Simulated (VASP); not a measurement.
# Si in VASP: notebook

Si is run at these levels: PBEsol; tasks: single point.

Program: VASP 6.6.1. These are calculated values, not measurements. Logs are shortened: lines on timing, memory, paths and dates and some standing lists are left out, and cuts for length are marked.

**1. The cell of the first run**

The cell holds a slab with vacuum, 11 atoms: a = 3.842 Å, b = 3.842 Å, c = 28.583 Å, α = 90.00°, β = 90.00°, γ = 90.00°.

**2. Single point, PBEsol**

Input file INCAR:

```
PREC = Accurate
ENCUT = 520
EDIFF = 1E-6
ISMEAR = 0
SIGMA = 0.05
LREAL = False
LASPH = True
NELM = 80
ALGO = Normal
ISIF = 2
LWAVE = False
LCHARG = False
LDIPOL = True
IDIPOL = 3
DIPOL = 0.5 0.5 0.500
GGA = PS
NBANDS = 33
```

Input file KPOINTS:

```
regular mesh
0
Gamma
  9 9 1
```

Input file POSCAR:

```
Si
1.0
    3.8417168278      0.0000000000      0.0000000000
    0.0000000000      3.8417168278      0.0000000000
    0.0000000000      0.0000000000     28.5825201018
Si
11
Direct
    0.0000000000      0.5000000000      0.2633359790
    0.0000000000      0.0000000000      0.3104116064
    0.5000000000      0.0000000000      0.3577831075
    0.5000000000      0.5000000000      0.4049352679
    0.0000000000      0.5000000000      0.4524673990
    0.0000000000      0.0000000000      0.4999999998
    0.5000000000      0.0000000000      0.5475326007
    0.5000000000      0.5000000000      0.5950647317
    0.0000000000      0.5000000000      0.6422168927
    0.0000000000      0.0000000000      0.6895883942
    0.5000000000      0.0000000000      0.7366640210
```

Potentials or basis: VASP PAW PBE potentials, release 64 (Si).

Command:

```sh
$ cat potpaw_PBE.64/Si/POTCAR > POTCAR
$ mpirun -np 1 vasp_std > vasp.out
```

OUTCAR:

```text
PREC = Accurate
   ENCUT = 520
   EDIFF = 1E-6
   ISMEAR = 0
   LREAL = False
   LASPH = True
   NELM = 80
   ISIF = 2
   GGA = PS

 ion  position               nearest neighbor table
   1  0.000  0.500  0.263-   2 2.35   2 2.35
   2  0.000  0.000  0.310-   1 2.35   1 2.35   3 2.35   3 2.35
   3  0.500  0.000  0.358-   4 2.35   4 2.35   2 2.35   2 2.35
   4  0.500  0.500  0.405-   3 2.35   3 2.35   5 2.35   5 2.35
   5  0.000  0.500  0.452-   4 2.35   4 2.35   6 2.35   6 2.35
   6  0.000  0.000  0.500-   5 2.35   5 2.35   7 2.35   7 2.35
   7  0.500  0.000  0.548-   8 2.35   8 2.35   6 2.35   6 2.35
   8  0.500  0.500  0.595-   9 2.35   9 2.35   7 2.35   7 2.35
   9  0.000  0.500  0.642-   8 2.35   8 2.35  10 2.35  10 2.35
  10  0.000  0.000  0.690-  11 2.35  11 2.35   9 2.35   9 2.35
  11  0.500  0.000  0.737-  10 2.35  10 2.35

  LATTYP: Found a simple tetragonal cell.
 ALAT       =     3.8417168278
 C/A-ratio  =     7.4400382389

  Lattice vectors:

 A1 = (   3.8417168278,   0.0000000000,   0.0000000000)
 A2 = (   0.0000000000,   3.8417168278,   0.0000000000)
 A3 = (   0.0000000000,   0.0000000000,  28.5825201018)

Analysis of symmetry for initial positions (statically):
=====================================================================
 Subroutine PRICEL returns:
 Original cell was already a primitive cell.

 Routine SETGRP: Setting up the symmetry group for a
 simple tetragonal supercell.

 Subroutine GETGRP returns: Found  8 space group operations
 (whereof  8 operations were pure point group operations)
 out of a pool of 16 trial point group operations.

The static configuration has the point symmetry D_2d.

Analysis of symmetry for dynamics (positions and initial velocities):
=====================================================================
 Subroutine PRICEL returns:
 Original cell was already a primitive cell.

 Routine SETGRP: Setting up the symmetry group for a
 simple tetragonal supercell.

 Subroutine GETGRP returns: Found  8 space group operations
 (whereof  8 operations were pure point group operations)
 out of a pool of 16 trial point group operations.

The dynamic configuration has the point symmetry D_2d.

 Subroutine INISYM returns: Found  8 space group operations
 (whereof  8 operations are pure point group operations),
 and found     1 'primitive' translations

----------------------------------------------------------------------------------------

                                     Primitive cell

  volume of cell :     421.8434

  direct lattice vectors                    reciprocal lattice vectors
     3.841716828  0.000000000  0.000000000     0.260300289  0.000000000  0.000000000
     0.000000000  3.841716828  0.000000000     0.000000000  0.260300289  0.000000000
     0.000000000  0.000000000 28.582520102     0.000000000  0.000000000  0.034986418

  length of vectors
     3.841716828  3.841716828 28.582520102     0.260300289  0.260300289  0.034986418

  position of ions in fractional coordinates (direct lattice)
     0.000000000  0.500000000  0.263335979
     0.000000000  0.000000000  0.310411606
     0.500000000  0.000000000  0.357783107
     0.500000000  0.500000000  0.404935268
     0.000000000  0.500000000  0.452467399
     0.000000000  0.000000000  0.500000000
     0.500000000  0.000000000  0.547532601
     0.500000000  0.500000000  0.595064732
     0.000000000  0.500000000  0.642216893
     0.000000000  0.000000000  0.689588394
     0.500000000  0.000000000  0.736664021

  ion indices of the primitive-cell ions
   primitive index   ion index
                 1           1
                 2           2
                 3           3
                 4           4
                 5           5
                 6           6
                 7           7
                 8           8
                 9           9
                10          10
                11          11

----------------------------------------------------------------------------------------

 KPOINTS: regular mesh

Automatic generation of k-mesh.
 Grid dimensions read from file:
 generate k-points for:    9    9    1

 Generating k-lattice:

  Cartesian coordinates                     Fractional coordinates (reciprocal lattice)
     0.028922254  0.000000000  0.000000000     0.111111111  0.000000000  0.000000000
     0.000000000  0.028922254  0.000000000     0.000000000  0.111111111  0.000000000
     0.000000000  0.000000000  0.034986418     0.000000000  0.000000000  1.000000000

  Length of vectors
     0.028922254  0.028922254  0.034986418

  Shift w.r.t. Gamma in fractional coordinates (k-lattice)
     0.000000000  0.000000000  0.000000000

 Subroutine IBZKPT returns following result:
 ===========================================

 Found     15 irreducible k-points:

 Following reciprocal coordinates:
            Coordinates               Weight
  0.000000  0.000000  0.000000      1.000000
  0.111111  0.000000  0.000000      4.000000
  0.222222  0.000000  0.000000      4.000000
  0.333333  0.000000  0.000000      4.000000
  0.444444  0.000000  0.000000      4.000000
  0.111111  0.111111  0.000000      4.000000
  0.222222  0.111111  0.000000      8.000000
  0.333333  0.111111  0.000000      8.000000
  0.444444  0.111111  0.000000      8.000000
  0.222222  0.222222  0.000000      4.000000
  0.333333  0.222222  0.000000      8.000000
  0.444444  0.222222  0.000000      8.000000
  0.333333  0.333333  0.000000      4.000000
  0.444444  0.333333  0.000000      8.000000
  0.444444  0.444444  0.000000      4.000000
   k-points           NKPTS =     15   k-points in BZ     NKDIM =     15   number of bands    NBANDS=     33
   number of dos      NEDOS =    301   number of ions     NIONS =     11
   total plane-waves  NPLWV = 194400
   dimension x,y,z NGX =    30 NGY =   30 NGZ =  216
   dimension x,y,z NGXF=    60 NGYF=   60 NGZF=  432
   ions per type =              11
   NGX,Y,Z   is equivalent  to a cutoff of  12.98, 12.98, 12.56 a.u.
   NGXF,Y,Z  is equivalent  to a cutoff of  25.96, 25.96, 25.13 a.u.
 SYSTEM =  unknown system
   PREC   = accura    normal or accurate (medium, high low for compatibility)
   ISTART =      0    job   : 0-new  1-cont  2-samecut
   ICHARG =      2    charge: 1-file 2-atom 10-const
   ISPIN  =      1    spin polarized calculation?
   LNONCOLLINEAR =      F non collinear calculations
   LSORBIT =      F    spin-orbit coupling
   LASPH  =      T    aspherical Exc in radial PAW
   ENCUT  =  520.0 eV  38.22 Ry    6.18 a.u.   7.14  7.14 53.14*2*pi/ulx,y,z
   NELM   =     80;   NELMIN=  2; NELMDL= -5     # of ELM steps
   EDIFF  = 0.1E-05   stopping-criterion for ELM
   LREAL  =      F    real-space projection
   EDIFFG = 0.1E-04   stopping-criterion for IOM
   NSW    =      0    number of steps for IOM
   IBRION =     -1    ionic relax: 0-MD 1-quasi-New 2-CG
   NFREE  =      0    steps in history (QN), initial steepest desc. (CG)
   ISIF   =      2    stress and relaxation
   ISYM   =      2    0-nonsym 1-usesym 2-fastsym
   POTIM  = 0.5000    time-step for ionic-motion
   TEBEG  =    0.0;   TEEND  =   0.0 temperature during run
   PSTRESS=    0.0 pullay stress
   NELECT =      44.0000    total number of electrons
   NUPDOWN=      -1.0000    fix difference up-down
   EMIN   =  10.00;   EMAX   =-10.00  energy-range for DOS
   EFERMI =   0.00;   METHOD = LEGACY
   ISMEAR =     0;   SIGMA  =   0.05  broadening in eV -4-tet -1-fermi 0-gaus
   EFERMI_NEDOS =   21; number of points for ismear=-14 and -15
   IALGO  =     38    algorithm
   IMIX   =      4    mixing-type and parameters
     AMIX     =   0.40;   BMIX     =  1.00
     AMIX_MAG =   1.60;   BMIX_MAG =  1.00
  volume/ion in A,a.u.               =      38.35       258.79
  Fermi-wavevector in a.u.,A,eV,Ry     =   0.770623  1.456266  8.079954  0.593860
  Thomas-Fermi vector in A             =   1.871867
   LORBIT       =      0    0 simple, 1 ext, 2 COOP (PROOUT), +10 PAW based schemes
   GGA     = PS    functional components
   LHFCALC =     F    Hartree Fock is set to
   AEXX    =    0.0000 exact exchange contribution
   IVDW    =     0    specifies the selected vdW correction
   LEPSILON=     F    determine dielectric tensor
   LRPA    =     F    only Hartree local field effects (RPA)
 non-spin polarized calculation
 Gauss-broadening in eV      SIGMA  =   0.05
  energy-cutoff  :      520.00
  volume of cell :      421.84
 maximum number of plane-waves:     11380
 NGX is ok and might be reduce to    30
   NGX = 15   NGY = 15   NGZ =107

 dipolmoment           0.000000      0.000000     -0.000000 electrons x Angstroem

 number of electron      43.9999999 magnetization

 dipolmoment           0.000000      0.000000      0.000000 electrons x Angstroem

 Free energy of the ion-electron system (eV)
  ---------------------------------------------------
  ext. energy  EPLUGINS =         0.00000000
  ---------------------------------------------------
  free energy    TOTEN  =       -58.96672741 eV

  energy without entropy =      -58.95554895  energy(sigma->0) =      -58.96113818

 E-fermi :   0.3525     XC(G=0):  -5.6366

 val. band max:        0.3498487822   @ k =   0.3333   0.3333   0.0000
 cond. band min:       0.3689671526   @ k =   0.4444   0.3333   0.0000
 fundamental gap:      0.0191183704
 Fermi energy:         0.3524546228

 k-point     1 :       0.0000    0.0000    0.0000
  band No.  band energies     occupation
      1     -11.3890      2.00000
      2     -10.9484      2.00000
      3     -10.2834      2.00000
      4      -9.4077      2.00000
      5      -8.3386      2.00000
      6      -7.0878      2.00000
[... 25 lines left out ...]
     32       3.2548      0.00000
     33       3.7850      0.00000

 k-point     2 :       0.1111    0.0000    0.0000
  band No.  band energies     occupation
      1     -11.2819      2.00000
      2     -10.8446      2.00000
      3     -10.1859      2.00000
      4      -9.3214      2.00000
      5      -8.2736      2.00000
      6      -7.0542      2.00000
[... 25 lines left out ...]
     32       3.5167      0.00000
     33       3.8010      0.00000

 k-point     3 :       0.2222    0.0000    0.0000
  band No.  band energies     occupation
      1     -10.9644      2.00000
      2     -10.5392      2.00000
      3      -9.9049      2.00000
      4      -9.0882      2.00000
      5      -8.1577      2.00000
      6      -6.9875      2.00000
[... 25 lines left out ...]
     32       3.9553      0.00000
     33       4.1453      0.00000

 k-point     4 :       0.3333    0.0000    0.0000
  band No.  band energies     occupation
      1     -10.4504      2.00000
      2     -10.0563      2.00000
      3      -9.4921      2.00000
      4      -8.8372      2.00000
      5      -8.3146      2.00000
      6      -6.9041      2.00000
[... 349 lines left out ...]
     32       4.2486      0.00000
     33       5.1938      0.00000

 k-point    14 :       0.4444    0.3333    0.0000
  band No.  band energies     occupation
      1      -8.8193      2.00000
      2      -8.5349      2.00000
      3      -8.2242      2.00000
      4      -8.0766      2.00000
      5      -7.7888      2.00000
      6      -6.5275      2.00000
[... 25 lines left out ...]
     32       4.0331      0.00000
     33       4.8482      0.00000

 k-point    15 :       0.4444    0.4444    0.0000
  band No.  band energies     occupation
      1      -8.1209      2.00000
      2      -7.8816      2.00000
      3      -7.6300      2.00000
      4      -7.4468      2.00000
      5      -7.2956      2.00000
      6      -7.1024      2.00000
[... 25 lines left out ...]
     32       3.8787      0.00000
     33       4.4028      0.00000

------------------------ aborting loop because EDIFF is reached ----------------------------------------

 vacuum level on the upper side and lower side of the slab       (xc-potential included)        -0.142        -0.142

  FORCE on cell =-STRESS in cart. coord.  units (eV):
  Direction    XX          YY          ZZ          XY          YZ          ZX
  --------------------------------------------------------------------------------------
  -------------------------------------------------------------------------------------
  Total       -1.9296815     -1.9296815      0.1322633      0.0000000      0.0000000      0.0000000
  in kB       -7.3290046     -7.3290046      0.5023411      0.0000000      0.0000000      0.0000000
  external PRESSURE =      -4.7185560 kB  Pullay stress =       0.0000000 kB

 VOLUME and BASIS-vectors are now :
 -----------------------------------------------------------------------------
  energy-cutoff  :      520.00
  volume of cell :      421.84
      direct lattice vectors                 reciprocal lattice vectors
     3.841716828  0.000000000  0.000000000     0.260300289  0.000000000  0.000000000
     0.000000000  3.841716828  0.000000000     0.000000000  0.260300289  0.000000000
     0.000000000  0.000000000 28.582520102     0.000000000  0.000000000  0.034986418

 POSITION                                       TOTAL-FORCE (eV/Angst)
 -----------------------------------------------------------------------------------
      0.00000      1.92086      7.52681        -0.000000     -0.000000     -0.006712
      0.00000      0.00000      8.87235        -0.000000     -0.000000     -0.006857
      1.92086      0.00000     10.22634         0.000000     -0.000000      0.000648
      1.92086      1.92086     11.57407         0.000000      0.000000      0.001526
      0.00000      1.92086     12.93266         0.000000     -0.000000      0.000301
      0.00000      0.00000     14.29126         0.000000     -0.000000      0.000000
      1.92086      0.00000     15.64986         0.000000     -0.000000     -0.000301
      1.92086      1.92086     17.00845         0.000000     -0.000000     -0.001526
      0.00000      1.92086     18.35618         0.000000     -0.000000     -0.000648
      0.00000      0.00000     19.71017         0.000000     -0.000000      0.006857
      1.92086      0.00000     21.05571         0.000000     -0.000000      0.006712
 -----------------------------------------------------------------------------------
    total drift:                               -0.000000      0.000000      0.000001

  FREE ENERGIE OF THE ION-ELECTRON SYSTEM (eV)
  ---------------------------------------------------
  free  energy   TOTEN  =       -58.9667274094 eV

  energy  without entropy=      -58.9555489537  energy(sigma->0) =      -58.96113818

 vacuum level on the upper side and lower side of the slab         5.671         5.671
```

It took 12 min on 1 thread of Intel Xeon 8259CL, shared host; peak memory 0.51 GiB.

Results:

```yaml
Free_energy: -58.9667 eV
Largest_force: 0.007 eV/Å
Band_gap_on_the_k_mesh: zero (bands 22 and 23 overlap by 0.91 eV)
```

Forces in eV/Å, atoms in the order of the input:
```
Si   0.000  0.000 -0.007
Si   0.000  0.000 -0.007
Si   0.000  0.000  0.001
Si   0.000  0.000  0.002
Si   0.000  0.000  0.000
Si   0.000  0.000  0.000
Si   0.000  0.000  0.000
Si   0.000  0.000 -0.002
Si   0.000  0.000 -0.001
Si   0.000  0.000  0.007
Si   0.000  0.000  0.007
```

Caveat: the PAW data sets were made with another functional, which shifts forces and pressure a little.

(Continued in part 2 of 2.)

The gap in the log of VASP goes by the Fermi energy; the results here count the filled bands.